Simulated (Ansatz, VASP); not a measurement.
# Two plane-wave programs on RbCaBr3

File INCAR:

```
ALGO = Normal ; EDIFF = 1E-6
ENCUT = 520 ; ISIF = 2
ISMEAR = 0 ; LASPH = T
LCHARG = F ; LREAL = F
LWAVE = F ; NBANDS = 28
NELM = 60 ; PREC = Accurate
SIGMA = 0.05
```

File KPOINTS:

```
k-points
0
Gamma
  4 4 4
```

Contents of POSCAR:

```
RbCaBr3
1.0
    5.7366900000      0.0215125875      0.0000000000
    0.0215125875      5.7366900000      0.0000000000
    0.0000000000      0.0000000000      5.7366900000
Rb Ca Br
1 1 3
Direct
    0.5000000000      0.5000000000      0.5000000000
    0.0000000000      0.0000000000      0.0000000000
    0.5000000000      0.0000000000      0.0000000000
    0.0000000000      0.5000000000      0.0000000000
    0.0000000000      0.0000000000      0.5000000000
```

Input for Ansatz:

```yaml
crystal:
  lattice:
    - [5.73669, 0.0215125875, 0.0]
    - [0.0215125875, 5.73669, 0.0]
    - [0.0, 0.0, 5.73669]
  atoms:
    - { symbol: Rb, position: [0.5, 0.5, 0.5] }
    - { symbol: Ca, position: [0.0, 0.0, 0.0] }
    - { symbol: Br, position: [0.5, 0.0, 0.0] }
    - { symbol: Br, position: [0.0, 0.5, 0.0] }
    - { symbol: Br, position: [0.0, 0.0, 0.5] }
basis:
  ecutwfc: 420
kpoints:
  mp_grid: { grid: [4, 4, 4] }
hamiltonian:
  xc: lda
scf:
  occupations: { method: gaussian, width: 0.05 }
output:
  forces: true
  stress: true
  eigenvalues: true
```

Change from the starting cell: strain +0.0075 x Voigt [0, 0, 0, 0, 0, 1], atoms carried along.

Alike in both runs: task single point; functional LDA; k mesh 4 × 4 × 4; occupations gaussian, width 0.05 eV; no spin polarisation.

|  | VASP | Ansatz |
| --- | --- | --- |
| version | VASP 6.6.1 | Ansatz 0.2.0 |
| potentials or method | VASP PAW LDA potentials, release 64 (Rb_sv, Ca_sv, Br), cutoff 520 eV | scalar-relativistic, plane waves, PAW |
| valence electrons in the cell | 40 | 40 |

|  | VASP | Ansatz | Ansatz less VASP |
| --- | --- | --- | --- |
| gap on the k mesh at the Fermi level (eV) | 3.68 | 3.67 | -0.011 |
| least direct gap on the mesh (eV) | 3.97 | 3.96 | -0.010 |
| pressure (GPa) | -2.4 | -2.4 | -0.06 |

LDA's correlation is that of Perdew and Zunger in VASP and of Perdew and Wang (1992) in Ansatz.
